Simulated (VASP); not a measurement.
**Rb: single point with PBEsol**

Rb:

```
CELL_PARAMETERS angstrom
0.00000 3.63988 3.63988
3.63988 0.00000 3.63988
3.63988 3.63988 0.00000
ATOMIC_POSITIONS crystal
Rb 0.00000 0.00000 0.00000
```

This isn't the form of Rb at room conditions, which is bcc.

```json
{"Program": "VASP 6.6.1", "Task": "single point", "Functional": "PBEsol", "Potentials or basis": "VASP PAW PBE potentials, release 64 (Rb_sv)", "Cutoff": "520 eV", "k mesh": "12 × 12 × 12", "Occupations": "gaussian, width 0.15 eV", "Spin": "no spin polarisation"}
```

- Pressure: -0.3 GPa
- Band gap on the k mesh: zero (an odd number of electrons rules out a gap without spin polarisation)

Levels at points of the mesh, in eV from the Fermi level:
| k point | band 2 | band 3 | band 4 | band 5 | band 6 | band 7 | band 8 | band 9 |
| --- | --- | --- | --- | --- | --- | --- | --- | --- |
| (0.00, 0.00, 0.00) | -12.93 | -12.93 | -12.93 | -1.89 | 3.56 | 3.56 | 3.56 | 4.84 |
| (0.50, 0.00, 0.00) | -13.01 | -12.94 | -12.94 | 0.15 | 0.63 | 3.35 | 3.35 | 5.37 |
| (0.50, 0.50, 0.00) | -13.00 | -12.96 | -12.96 | 0.67 | 1.34 | 1.85 | 4.30 | 4.30 |

Run time: 54 s on 1 thread of Intel(R) Xeon(R) Platinum 8175M CPU @ 2.50GHz (Skylake/Cascade Lake), on a shared host, peak memory 0.26 GiB.

Caveat: the PAW data sets were made with another functional, which shifts forces and pressure a little.
